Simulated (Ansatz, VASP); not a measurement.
# MgO: VASP beside Ansatz

```xyz
4
Lattice="3.3128 0.0222 -0.0076 -1.6372 2.8061 -0.0017 -0.0114 -0.0096 4.9312" Properties=species:S:1:pos:R:3 pbc="T T T"
Mg   -0.0278    2.0795    0.0974
Mg    1.8547    0.9210    2.3127
O    -0.2481    1.8599    1.8993
O     1.7518    0.7788    4.5935
```

Change from the starting cell: all atoms moved at random, cell strained at random.

Alike in both runs: task single point; functional PBE; k mesh 9 × 9 × 6; occupations gaussian, width 0.02 eV; no spin polarisation.

|  | VASP | Ansatz |
| --- | --- | --- |
| version | VASP 6.6.1 | Ansatz 0.2.0 |
| potentials or method | VASP PAW PBE potentials, release 64 (Mg, O), cutoff 520 eV | scalar-relativistic, plane waves, PAW |
| valence electrons in the cell | 16 | 32 |

VASP gave:

| Quantity | Value |
| --- | --- |
| gap on the k mesh at the Fermi level (eV) | 3.35 |
| least direct gap on the mesh (eV) | 3.35 |
| pressure (GPa) | 34.1 |
| traceless stress, the component that is largest in VASP (GPa) | 31.35 |
| rms of the force components (eV/Å) | 5.442 |

Q: Which values does Ansatz return?

A: gap on the k mesh at the Fermi level (eV): 3.36; least direct gap on the mesh (eV): 3.36; pressure (GPa): 33.1; traceless stress, the component that is largest in VASP (GPa): 30.19; rms of the force components (eV/Å): 5.255.

Atom by atom the forces differ by 0.189 eV/Å (rms over components). Both programs put the cell under a high pressure, so it lies far from rest at this level. VASP's potentials hold 16 valence electrons a cell and Ansatz's 32, so a difference there can come from the potentials and not from the codes.
